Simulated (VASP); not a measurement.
# In (I4/mmm) in VASP: notebook

In is run at these levels: LDA; tasks: single point.

Program: VASP 6.6.1. These are calculated values, not measurements. Logs are shortened: lines on timing, memory, paths and dates and some standing lists are left out, and cuts for length are marked.

## (1) The cell of the first run

It takes space group I4/mmm (No. 139, tetragonal). Conventional cell: a = 3.174 Å, b = 3.174 Å, c = 4.887 Å, α = 90.00°, β = 90.00°, γ = 90.00°. Within 4.2 Å of In (site symmetry 4/mmm) lie 12 In at 3.17 to 3.32 Å.

## (2) Single point, LDA

File INCAR:

```
PREC = Accurate
ENCUT = 500
EDIFF = 1E-6
ISMEAR = -1
SIGMA = 0.05
LREAL = False
LASPH = True
NELM = 120
ALGO = Normal
ISIF = 2
LWAVE = False
LCHARG = False
NBANDS = 12
GGA_COMPAT = False
```

File KPOINTS:

```
regular mesh
0
Gamma
  22 22 22
```

File POSCAR:

```
In
1.0
   -1.5870913618      1.5870913618      2.4432679664
    1.5870913618     -1.5870913618      2.4432679664
    1.5870913618      1.5870913618     -2.4432679664
In
1
Direct
    0.0000000000      0.0000000000      0.0000000000
```

Potentials or basis: VASP PAW LDA potentials, release 64 (In_d).

Command:

```
> cat potpaw_LDA.64/In_d/POTCAR > POTCAR
> mpirun -np 1 vasp_std > vasp.out
```

OUTCAR:

```text
PREC = Accurate
   ENCUT = 500
   EDIFF = 1E-6
   ISMEAR = -1
   LREAL = False
   LASPH = True
   NELM = 120
   ISIF = 2

 ion  position               nearest neighbor table
   1  0.000  0.000  0.000-

  LATTYP: Found a body centered tetragonal cell.
 ALAT       =     3.1741827236
 C/A-ratio  =     1.5394627085

  Lattice vectors:

 A1 = (  -1.5870913618,   1.5870913618,   2.4432679664)
 A2 = (   1.5870913618,  -1.5870913618,   2.4432679664)
 A3 = (   1.5870913618,   1.5870913618,  -2.4432679664)

Analysis of symmetry for initial positions (statically):
=====================================================================
 Subroutine PRICEL returns:
 Original cell was already a primitive cell.

 Routine SETGRP: Setting up the symmetry group for a
 body centered tetragonal supercell.

 Subroutine GETGRP returns: Found 16 space group operations
 (whereof 16 operations were pure point group operations)
 out of a pool of 16 trial point group operations.

The static configuration has the point symmetry D_4h.

Analysis of symmetry for dynamics (positions and initial velocities):
=====================================================================
 Subroutine PRICEL returns:
 Original cell was already a primitive cell.

 Routine SETGRP: Setting up the symmetry group for a
 body centered tetragonal supercell.

 Subroutine GETGRP returns: Found 16 space group operations
 (whereof 16 operations were pure point group operations)
 out of a pool of 16 trial point group operations.

The dynamic configuration has the point symmetry D_4h.

 Subroutine INISYM returns: Found 16 space group operations
 (whereof 16 operations are pure point group operations),
 and found     1 'primitive' translations

----------------------------------------------------------------------------------------

                                     Primitive cell

  volume of cell :      24.6170

  direct lattice vectors                    reciprocal lattice vectors
    -1.587091362  1.587091362  2.443267966     0.000000000  0.315041725  0.204643947
     1.587091362 -1.587091362  2.443267966     0.315041725  0.000000000  0.204643947
     1.587091362  1.587091362 -2.443267966     0.315041725  0.315041725  0.000000000

  length of vectors
     3.317721558  3.317721558  3.317721558     0.375673307  0.375673307  0.445536280

  position of ions in fractional coordinates (direct lattice)
     0.000000000  0.000000000  0.000000000

  ion indices of the primitive-cell ions
   primitive index   ion index
                 1           1

----------------------------------------------------------------------------------------

 KPOINTS: regular mesh

Automatic generation of k-mesh.
 Grid dimensions read from file:
 generate k-points for:   22   22   22

 Generating k-lattice:

  Cartesian coordinates                     Fractional coordinates (reciprocal lattice)
     0.000000000  0.014320078  0.009301998     0.045454545  0.000000000 -0.000000000
     0.014320078  0.000000000  0.009301998     0.000000000  0.045454545 -0.000000000
     0.014320078  0.014320078  0.000000000     0.000000000  0.000000000  0.045454545

  Length of vectors
     0.017076059  0.017076059  0.020251649

  Shift w.r.t. Gamma in fractional coordinates (k-lattice)
     0.000000000  0.000000000  0.000000000

 Subroutine IBZKPT returns following result:
 ===========================================

 Found    834 irreducible k-points:

 Following reciprocal coordinates:
            Coordinates               Weight
  0.000000  0.000000  0.000000      1.000000
  0.045455 -0.000000  0.000000      8.000000
  0.090909 -0.000000  0.000000      8.000000
  0.136364  0.000000 -0.000000      8.000000
  0.181818  0.000000  0.000000      8.000000
  0.227273  0.000000 -0.000000      8.000000
[... 16 lines left out ...]
  0.500000  0.045455 -0.000000     16.000000
 -0.454545  0.045455  0.000000     16.000000
 [... further k-points ...]
   k-points           NKPTS =    834   k-points in BZ     NKDIM =    834   number of bands    NBANDS=     12
   number of dos      NEDOS =    301   number of ions     NIONS =      1
   total plane-waves  NPLWV =  13824
   dimension x,y,z NGX =    24 NGY =   24 NGZ =   24
   dimension x,y,z NGXF=    48 NGYF=   48 NGZF=   48
   ions per type =               1
   NGX,Y,Z   is equivalent  to a cutoff of  12.03, 12.03, 12.03 a.u.
   NGXF,Y,Z  is equivalent  to a cutoff of  24.05, 24.05, 24.05 a.u.
 SYSTEM =  unknown system
   PREC   = accura    normal or accurate (medium, high low for compatibility)
   ISTART =      0    job   : 0-new  1-cont  2-samecut
   ICHARG =      2    charge: 1-file 2-atom 10-const
   ISPIN  =      1    spin polarized calculation?
   LNONCOLLINEAR =      F non collinear calculations
   LSORBIT =      F    spin-orbit coupling
   LASPH  =      T    aspherical Exc in radial PAW
   ENCUT  =  500.0 eV  36.75 Ry    6.06 a.u.   6.05  6.05  6.05*2*pi/ulx,y,z
   NELM   =    120;   NELMIN=  2; NELMDL= -5     # of ELM steps
   EDIFF  = 0.1E-05   stopping-criterion for ELM
   LREAL  =      F    real-space projection
   EDIFFG = 0.1E-04   stopping-criterion for IOM
   NSW    =      0    number of steps for IOM
   IBRION =     -1    ionic relax: 0-MD 1-quasi-New 2-CG
   NFREE  =      0    steps in history (QN), initial steepest desc. (CG)
   ISIF   =      2    stress and relaxation
   ISYM   =      2    0-nonsym 1-usesym 2-fastsym
   POTIM  = 0.5000    time-step for ionic-motion
   TEBEG  =    0.0;   TEEND  =   0.0 temperature during run
   PSTRESS=    0.0 pullay stress
   NELECT =      13.0000    total number of electrons
   NUPDOWN=      -1.0000    fix difference up-down
   EMIN   =  10.00;   EMAX   =-10.00  energy-range for DOS
   EFERMI =   0.00;   METHOD = LEGACY
   ISMEAR =    -1;   SIGMA  =   0.05  broadening in eV -4-tet -1-fermi 0-gaus
   EFERMI_NEDOS =   21; number of points for ismear=-14 and -15
   IALGO  =     38    algorithm
   IMIX   =      4    mixing-type and parameters
     AMIX     =   0.40;   BMIX     =  1.00
     AMIX_MAG =   1.60;   BMIX_MAG =  1.00
  volume/ion in A,a.u.               =      24.62       166.12
  Fermi-wavevector in a.u.,A,eV,Ry     =   1.323257  2.500594 23.823936  1.751010
  Thomas-Fermi vector in A             =   2.452879
   LORBIT       =      0    0 simple, 1 ext, 2 COOP (PROOUT), +10 PAW based schemes
   GGA     = CA    functional components
   LHFCALC =     F    Hartree Fock is set to
   AEXX    =    0.0000 exact exchange contribution
   IVDW    =     0    specifies the selected vdW correction
   LEPSILON=     F    determine dielectric tensor
   LRPA    =     F    only Hartree local field effects (RPA)
 non-spin polarized calculation
  energy-cutoff  :      500.00
  volume of cell :       24.62
 maximum number of plane-waves:       644
   NGX = 13   NGY = 13   NGZ = 13

 number of electron      13.0000005 magnetization

 Free energy of the ion-electron system (eV)
  ---------------------------------------------------
  ext. energy  EPLUGINS =         0.00000000
  ---------------------------------------------------
  free energy    TOTEN  =        -3.21982004 eV

  energy without entropy =       -3.21670198  energy(sigma->0) =       -3.21826101

 E-fermi :   7.9320     XC(G=0): -10.8196

 val. band max:        7.9266443373   @ k =   0.4091   0.3182   0.1364
 cond. band min:       7.9333362427   @ k =  -0.4091   0.4545   0.1364
 fundamental gap:      0.0066919055
 Fermi energy:         7.9319815193

 k-point     1 :       0.0000    0.0000    0.0000
  band No.  band energies     occupation
      1      -6.7898      2.00000
      2      -6.6428      2.00000
      3      -6.6428      2.00000
      4      -6.5618      2.00000
      5      -6.4195      2.00000
      6      -2.0652      2.00000
      7      18.9092      0.00000
      8      18.9092      0.00000
      9      19.1217      0.00000
     10      19.7595      0.00000
     11      22.4950      0.00000
     12      22.6107      0.00000

 k-point     2 :       0.0455   -0.0000    0.0000
  band No.  band energies     occupation
      1      -6.7855      2.00000
      2      -6.6433      2.00000
      3      -6.6389      2.00000
      4      -6.5611      2.00000
      5      -6.4213      2.00000
      6      -2.0178      2.00000
      7      18.2905      0.00000
      8      18.8524      0.00000
      9      18.9317      0.00000
     10      19.6653      0.00000
     11      22.6912      0.00000
     12      22.7350      0.00000

 k-point     3 :       0.0909   -0.0000    0.0000
  band No.  band energies     occupation
      1      -6.7742      2.00000
      2      -6.6455      2.00000
      3      -6.6279      2.00000
      4      -6.5573      2.00000
      5      -6.4262      2.00000
      6      -1.8749      2.00000
      7      16.8520      0.00000
      8      18.5743      0.00000
      9      18.7035      0.00000
     10      19.6359      0.00000
     11      22.4676      0.00000
     12      23.0879      0.00000
[... 286 lines left out ...]
 k-point    23 :       0.5000    0.0455   -0.0000
  band No.  band energies     occupation
      1      -6.7820      2.00000
      2      -6.7350      2.00000
      3      -6.6253      2.00000
      4      -6.3359      2.00000
      5      -6.2794      2.00000
      6       3.4723      2.00000
      7       4.4846      2.00000
      8      15.4025      0.00000
      9      17.1778      0.00000
     10      18.9430      0.00000
     11      19.9373      0.00000
     12      22.2740      0.00000

 k-point    24 :      -0.4545    0.0455    0.0000
  band No.  band energies     occupation
      1      -6.7781      2.00000
      2      -6.7314      2.00000
      3      -6.6221      2.00000
      4      -6.3470      2.00000
      5      -6.2879      2.00000
      6       2.5892      2.00000
      7       5.5154      2.00000
      8      15.4152      0.00000
      9      17.3069      0.00000
     10      18.9932      0.00000
     11      20.0582      0.00000
     12      22.3431      0.00000

 [... further k-points ...]

------------------------ aborting loop because EDIFF is reached ----------------------------------------

  FORCE on cell =-STRESS in cart. coord.  units (eV):
  Direction    XX          YY          ZZ          XY          YZ          ZX
  --------------------------------------------------------------------------------------
  -------------------------------------------------------------------------------------
  Total        0.0057503      0.0057503      0.0065851      0.0000000     -0.0000000      0.0000000
  in kB        0.3742531      0.3742531      0.4285881      0.0000000     -0.0000000      0.0000000
  external PRESSURE =       0.3923648 kB  Pullay stress =       0.0000000 kB

 VOLUME and BASIS-vectors are now :
 -----------------------------------------------------------------------------
  energy-cutoff  :      500.00
  volume of cell :       24.62
      direct lattice vectors                 reciprocal lattice vectors
    -1.587091362  1.587091362  2.443267966     0.000000000  0.315041725  0.204643947
     1.587091362 -1.587091362  2.443267966     0.315041725  0.000000000  0.204643947
     1.587091362  1.587091362 -2.443267966     0.315041725  0.315041725  0.000000000

 POSITION                                       TOTAL-FORCE (eV/Angst)
 -----------------------------------------------------------------------------------
      0.00000      0.00000      0.00000        -0.000000     -0.000000     -0.000000
 -----------------------------------------------------------------------------------
    total drift:                                0.000000      0.000000      0.000000

  FREE ENERGIE OF THE ION-ELECTRON SYSTEM (eV)
  ---------------------------------------------------
  free  energy   TOTEN  =        -3.2198200441 eV

  energy  without entropy=       -3.2167019772  energy(sigma->0) =       -3.21826101
```

It took 88 s on 1 thread of Intel Xeon 8259CL, shared host; peak memory 0.32 GiB.

What came out:

- Free energy: -3.2198 eV
- Pressure: 0.0 GPa
- Band gap on the k mesh: zero (an odd number of electrons rules out a gap without spin polarisation)

Caveat: spin-orbit coupling is left out, which moves the levels of the heavy elements.

## (3) Single point, LDA

File INCAR:

```
SYSTEM = In
PREC     = Accurate       ! precision mode
ENCUT    = 500            ! plane-wave cutoff, eV
EDIFF    = 1E-6           ! SCF threshold, eV
ISMEAR   = -1             ! smearing method
SIGMA    = 0.05           ! smearing width, eV
LREAL    = .FALSE.        ! projectors in reciprocal space
LASPH    = .TRUE.         ! aspherical terms in the spheres
NELM     = 120            ! most SCF steps
ALGO     = Normal         ! electronic algorithm
ISIF     = 2              ! what is computed and relaxed
LWAVE    = .FALSE.        ! write WAVECAR
LCHARG   = .FALSE.        ! write CHGCAR
NBANDS   = 12             ! bands
GGA_COMPAT= .FALSE.
```

File KPOINTS:

```
Automatic mesh
0
G
  22 22 22
  0 0 0
```

POSCAR is that of step 2.

Potentials or basis: VASP PAW LDA potentials, release 64 (In_d).

Command:

```
> cat potpaw_LDA.64/In_d/POTCAR > POTCAR
> mpirun -np 1 vasp_std > vasp.out
```

It took 86 s on 1 thread of Intel Xeon 8259CL, shared host; peak memory 0.32 GiB.

It converged, with:

```yaml
Free_energy: -3.2198 eV
Pressure: 0.0 GPa
Band_gap_on_the_k_mesh: zero (an odd number of electrons rules out a gap without spin polarisation)
```

Levels at points of the mesh, in eV from the Fermi level:
```csv
k point,band 4,band 5,band 6,band 7,band 8,band 9
"(0.00, 0.00, 0.00)",-14.49,-14.35,-10.00,10.98,10.98,11.19
"(0.50, 0.00, 0.00)",-14.26,-14.21,-4.38,-3.62,7.64,9.64
"(0.50, 0.50, 0.00)",-14.24,-14.12,-2.09,-1.50,3.52,4.02
"(0.50, 0.50, 0.50)",-14.20,-14.20,-3.06,-2.96,4.96,4.96
```

Caveat: spin-orbit coupling is left out, which moves the levels of the heavy elements.
